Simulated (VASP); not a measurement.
# Ge2As3 (P4/mmm) in VASP: further runs

Ge2As3 is run at these levels: PBE; tasks: single point, relaxation of cell and atoms.

All numbers are computed with VASP 6.6.1; they aren't measurements. Logs are shortened: lines on timing, memory, paths and dates and some standing lists are left out, and cuts for length are marked.

**1. The cell of the first run**

It takes space group P4/mmm (No. 123, tetragonal). Conventional cell: a = 3.682 Å, b = 3.682 Å, c = 7.716 Å, α = 90.00°, β = 90.00°, γ = 90.00°. Ge (site symmetry mmm) has 4 Ge at 2.60 Å and 4 As at 3.17 Å within 3.4 Å. Within 3.8 Å of As (site symmetry 4/mmm) lie 12 As at 2.90 to 3.68 Å. As (site symmetry 4mm) has 5 As at 2.54 to 2.90 Å and 4 Ge at 3.17 Å within 3.4 Å.

The cell was generated, and may not be a known phase.

**2. Single point, PBE**

File INCAR:

```
SYSTEM = Ge2As3
ALGO = Normal
EDIFF = 1E-6
ENCUT = 520
GGA = PE
ISIF = 2
ISMEAR = 0
LASPH = .TRUE.
LCHARG = .TRUE.
LELF = .TRUE.
LREAL = .FALSE.
LVHAR = .TRUE.
LWAVE = .FALSE.
NBANDS = 30
NELM = 80
PREC = Accurate
SIGMA = 0.1
```

File KPOINTS:

```
k-points
0
G
  4 4 2
  0 0 0
```

File POSCAR:

```
Ge2As3
1.0
    3.6819231316      0.0000000000      0.0000000000
    0.0000000000      3.6819231316      0.0000000000
    0.0000000000      0.0000000000      7.7159659730
Ge As
2 3
Direct
    0.0000000000      0.5000000000      0.5000000000
    0.5000000000      0.0000000000      0.5000000000
    0.5000000000      0.5000000000      0.0000000000
    0.0000000000      0.0000000000      0.8351323942
    0.0000000000      0.0000000000      0.1648676058
```

Potentials or basis: VASP PAW PBE potentials, release 64 (Ge_d, As).

Run with:

```sh
$ cat potpaw_PBE.64/Ge_d/POTCAR potpaw_PBE.64/As/POTCAR > POTCAR
$ mpirun -np 1 vasp_std > vasp.out
```

OUTCAR:

```text
SYSTEM = Ge2As3
   EDIFF = 1E-6
   ENCUT = 520
   GGA = PE
   ISIF = 2
   ISMEAR = 0
   LASPH = .TRUE.
   LREAL = .FALSE.
   NELM = 80
   PREC = Accurate

 ion  position               nearest neighbor table
   1  0.000  0.500  0.500-   2 2.60   2 2.60   2 2.60   2 2.60
   2  0.500  0.000  0.500-   1 2.60   1 2.60   1 2.60   1 2.60
   3  0.500  0.500  0.000-   4 2.90   5 2.90   4 2.90   5 2.90   4 2.90   5 2.90   4 2.90   5 2.90

   4  0.000  0.000  0.835-   5 2.54   3 2.90   3 2.90   3 2.90   3 2.90
   5  0.000  0.000  0.165-   4 2.54   3 2.90   3 2.90   3 2.90   3 2.90

  LATTYP: Found a simple tetragonal cell.
 ALAT       =     3.6819231316
 C/A-ratio  =     2.0956347260

  Lattice vectors:

 A1 = (   3.6819231316,   0.0000000000,   0.0000000000)
 A2 = (   0.0000000000,   3.6819231316,   0.0000000000)
 A3 = (   0.0000000000,   0.0000000000,   7.7159659730)

Analysis of symmetry for initial positions (statically):
=====================================================================
 Subroutine PRICEL returns:
 Original cell was already a primitive cell.

 Routine SETGRP: Setting up the symmetry group for a
 simple tetragonal supercell.

 Subroutine GETGRP returns: Found 16 space group operations
 (whereof 16 operations were pure point group operations)
 out of a pool of 16 trial point group operations.

The static configuration has the point symmetry D_4h.

Analysis of symmetry for dynamics (positions and initial velocities):
=====================================================================
 Subroutine PRICEL returns:
 Original cell was already a primitive cell.

 Routine SETGRP: Setting up the symmetry group for a
 simple tetragonal supercell.

 Subroutine GETGRP returns: Found 16 space group operations
 (whereof 16 operations were pure point group operations)
 out of a pool of 16 trial point group operations.

The dynamic configuration has the point symmetry D_4h.

 Subroutine INISYM returns: Found 16 space group operations
 (whereof 16 operations are pure point group operations),
 and found     1 'primitive' translations

----------------------------------------------------------------------------------------

                                     Primitive cell

  volume of cell :     104.6019

  direct lattice vectors                    reciprocal lattice vectors
     3.681923132  0.000000000  0.000000000     0.271597196  0.000000000  0.000000000
[... 80 lines left out ...]
   LREAL  =      F    real-space projection
   EDIFFG = 0.1E-04   stopping-criterion for IOM
   NSW    =      0    number of steps for IOM
   IBRION =     -1    ionic relax: 0-MD 1-quasi-New 2-CG
   NFREE  =      0    steps in history (QN), initial steepest desc. (CG)
   ISIF   =      2    stress and relaxation
   ISYM   =      2    0-nonsym 1-usesym 2-fastsym
   POTIM  = 0.5000    time-step for ionic-motion
   TEBEG  =    0.0;   TEEND  =   0.0 temperature during run
   PSTRESS=    0.0 pullay stress
   NELECT =      43.0000    total number of electrons
   NUPDOWN=      -1.0000    fix difference up-down
   EMIN   =  10.00;   EMAX   =-10.00  energy-range for DOS
   EFERMI =   0.00;   METHOD = LEGACY
   ISMEAR =     0;   SIGMA  =   0.10  broadening in eV -4-tet -1-fermi 0-gaus
   EFERMI_NEDOS =   21; number of points for ismear=-14 and -15
   IALGO  =     38    algorithm
   IMIX   =      4    mixing-type and parameters
     AMIX     =   0.40;   BMIX     =  1.00
     AMIX_MAG =   1.60;   BMIX_MAG =  1.00
  volume/ion in A,a.u.               =      20.92       141.18
  Fermi-wavevector in a.u.,A,eV,Ry     =   1.217263  2.300293 20.160148  1.481729
  Thomas-Fermi vector in A             =   2.352589
   LORBIT       =      0    0 simple, 1 ext, 2 COOP (PROOUT), +10 PAW based schemes
   GGA     = PE    functional components
   LHFCALC =     F    Hartree Fock is set to
   AEXX    =    0.0000 exact exchange contribution
   IVDW    =     0    specifies the selected vdW correction
   LEPSILON=     F    determine dielectric tensor
   LRPA    =     F    only Hartree local field effects (RPA)
 non-spin polarized calculation
 Gauss-broadening in eV      SIGMA  =   0.10
  energy-cutoff  :      520.00
  volume of cell :      104.60
 maximum number of plane-waves:      2844
 NGX is ok and might be reduce to    28
   NGX = 13   NGY = 13   NGZ = 29

 number of electron      43.0000026 magnetization

 Free energy of the ion-electron system (eV)
  ---------------------------------------------------
  ext. energy  EPLUGINS =         0.00000000
  ---------------------------------------------------
  free energy    TOTEN  =       -21.15051663 eV

  energy without entropy =      -21.13068808  energy(sigma->0) =      -21.14060236

 E-fermi :   5.6116     XC(G=0): -10.3934

 val. band max:        5.5921758728   @ k =   0.2500   0.0000   0.5000
 cond. band min:       5.6671665902   @ k =   0.5000   0.2500   0.5000
 fundamental gap:      0.0749907174
 Fermi energy:         5.6116183947

 k-point     1 :       0.0000    0.0000    0.0000
  band No.  band energies     occupation
      1     -19.6051      2.00000
      2     -19.5123      2.00000
      3     -19.4907      2.00000
      4     -19.4467      2.00000
      5     -19.4467      2.00000
      6     -19.3524      2.00000
[... 385 lines left out ...]
     29      11.2865      0.00000
     30      13.9455      0.00000

------------------------ aborting loop because EDIFF is reached ----------------------------------------

  FORCE on cell =-STRESS in cart. coord.  units (eV):
  Direction    XX          YY          ZZ          XY          YZ          ZX
  --------------------------------------------------------------------------------------
  -------------------------------------------------------------------------------------
  Total        0.0150012      0.0150012      0.0844021      0.0000000      0.0000000      0.0000000
  in kB        0.2297716      0.2297716      1.2927784      0.0000000      0.0000000      0.0000000
  external PRESSURE =       0.5841072 kB  Pullay stress =       0.0000000 kB

 VOLUME and BASIS-vectors are now :
 -----------------------------------------------------------------------------
  energy-cutoff  :      520.00
  volume of cell :      104.60
      direct lattice vectors                 reciprocal lattice vectors
     3.681923132  0.000000000  0.000000000     0.271597196  0.000000000  0.000000000
     0.000000000  3.681923132  0.000000000     0.000000000  0.271597196  0.000000000
     0.000000000  0.000000000  7.715965973     0.000000000  0.000000000  0.129601401

 POSITION                                       TOTAL-FORCE (eV/Angst)
 -----------------------------------------------------------------------------------
      0.00000      1.84096      3.85798         0.000000      0.000000      0.000000
      1.84096      0.00000      3.85798         0.000000      0.000000      0.000000
      1.84096      1.84096      0.00000         0.000000      0.000000      0.000000
      0.00000      0.00000      6.44385         0.000000     -0.000000     -0.023505
      0.00000      0.00000      1.27211        -0.000000      0.000000      0.023505
 -----------------------------------------------------------------------------------
    total drift:                                0.000000      0.000000      0.000000

  FREE ENERGIE OF THE ION-ELECTRON SYSTEM (eV)
  ---------------------------------------------------
  free  energy   TOTEN  =       -21.1505166345 eV

  energy  without entropy=      -21.1306880822  energy(sigma->0) =      -21.14060236
```

OSZICAR:

```text
N       E                     dE             d eps       ncg     rms          rms(c)
DAV:   1     0.364800967276E+03    0.36480E+03   -0.19772E+04   898   0.282E+03
DAV:   2     0.379836519150E+02   -0.32682E+03   -0.31385E+03   736   0.746E+02
DAV:   3    -0.184154706857E+02   -0.56399E+02   -0.55187E+02   848   0.158E+02
DAV:   4    -0.211456986733E+02   -0.27302E+01   -0.27073E+01   834   0.395E+01
DAV:   5    -0.212024455968E+02   -0.56747E-01   -0.56679E-01   802   0.636E+00    0.392E+00
DAV:   6    -0.211644006324E+02    0.38045E-01   -0.51511E-02   878   0.181E+00    0.229E+00
DAV:   7    -0.211507596584E+02    0.13641E-01   -0.56898E-02   852   0.205E+00    0.302E-01
DAV:   8    -0.211505108943E+02    0.24876E-03   -0.12281E-02   840   0.840E-01    0.125E-01
DAV:   9    -0.211504596647E+02    0.51230E-04   -0.15685E-03   936   0.403E-01    0.554E-02
DAV:  10    -0.211505101303E+02   -0.50466E-04   -0.11331E-04   824   0.702E-02    0.217E-02
DAV:  11    -0.211505159649E+02   -0.58346E-05   -0.10736E-05   792   0.227E-02    0.531E-03
DAV:  12    -0.211505166345E+02   -0.66960E-06   -0.17228E-06   660   0.893E-03
   1 F= -.21150517E+02 E0= -.21140602E+02  d E =-.198286E-01
```

Run time: 20 s. Hardware: 1 thread of AMD EPYC 9R45 (Zen 5), shared host; peak memory 0.18 GiB.

What came out:

| Property | Result |
| --- | --- |
| Free energy | -21.1505 eV |
| Pressure | 0.1 GPa |
| Largest force | 0.024 eV/Å |
| Band gap on the k mesh | zero (an odd number of electrons rules out a gap without spin polarisation) |

Forces in eV/Å, atoms in the order of the input:
```
Ge   0.000  0.000  0.000
Ge   0.000  0.000  0.000
As   0.000  0.000  0.000
As   0.000  0.000 -0.024
As   0.000  0.000  0.024
```

Caveat: the k points lie up to 0.43 Å⁻¹ apart, too coarse for converged energies and pressures of a metal.

**3. Single point, PBE**

This run uses another cell than the first one, of 25.40 Å³/atom.

File INCAR:

```
SYSTEM = Ge2As3
ALGO     = Normal         ! electronic algorithm
EDIFF    = 1E-6           ! SCF threshold, eV
ENCUT    = 520            ! plane-wave cutoff, eV
GGA      = PE             ! functional
ISIF     = 2              ! what is computed and relaxed
ISMEAR   = 0              ! smearing method
LASPH    = .TRUE.         ! aspherical terms in the spheres
LCHARG   = .FALSE.        ! write CHGCAR
LREAL    = .FALSE.        ! projectors in reciprocal space
LWAVE    = .FALSE.        ! write WAVECAR
NBANDS   = 30             ! bands
NELM     = 100            ! most SCF steps
PREC     = Accurate       ! precision mode
SIGMA    = 0.1            ! smearing width, eV
```

KPOINTS is that of step 2.

File POSCAR:

```
Ge2As3
1.0
    3.8732454400      0.0000000000      0.0000000000
    0.0000000000      3.8732454400      0.0000000000
    0.0000000000      0.0000000000      8.4663975200
Ge As
2 3
Direct
    0.0000000000      0.5000000000      0.5000000000
    0.5000000000      0.0000000000      0.5000000000
    0.5000000000      0.5000000000      0.0000000000
    0.0000000000      0.0000000000      0.8420230200
    0.0000000000      0.0000000000      0.1579769800
```

Potentials or basis: VASP PAW PBE potentials, release 64 (Ge_d, As).

Run with:

```sh
$ cat potpaw_PBE.64/Ge_d/POTCAR potpaw_PBE.64/As/POTCAR > POTCAR
$ mpirun -np 1 vasp_std > vasp.out
```

It took 21 s on 1 thread of AMD EPYC 9R45 (Zen 5), shared host; peak memory 0.2 GiB.

It converged, with:

```yaml
Free_energy: -20.5219 eV
Pressure: -8.0 GPa
Largest_force: 0.653 eV/Å
Band_gap_on_the_k_mesh: zero (an odd number of electrons rules out a gap without spin polarisation)
```

Forces in eV/Å, atoms in the order of the input:
```
Ge   0.000  0.000  0.000
Ge   0.000  0.000  0.000
As   0.000  0.000  0.000
As   0.000  0.000  0.653
As   0.000  0.000 -0.653
```

Stress tensor (GPa, compression positive):
```
-7.98  0.00  0.00
 0.00 -7.98  0.00
 0.00  0.00 -7.90
```

Levels at points of the mesh, in eV from the Fermi level:
```tsv
k point	band 19	band 20	band 21	band 22	band 23	band 24
(0.00, 0.00, 0.00)	-2.44	-1.37	-1.37	-0.22	0.76	0.76
(0.50, 0.00, 0.00)	-0.72	-0.53	0.00	0.18	0.56	1.28
(0.50, 0.50, 0.00)	-4.29	-1.99	-1.99	-1.34	-0.99	1.65
(0.00, 0.00, 0.50)	-1.60	-1.60	-0.41	0.43	1.07	1.07
(0.50, 0.00, 0.50)	-0.41	0.00	0.01	0.57	0.98	1.25
(0.50, 0.50, 0.50)	-4.31	-2.49	-1.21	-1.21	-0.85	0.13
```

Caveat: the k points lie up to 0.41 Å⁻¹ apart, too coarse for converged energies and pressures of a metal.

(Continued in part 2 of 2.)

The gap in the log of VASP goes by the Fermi energy; the results here count the filled bands.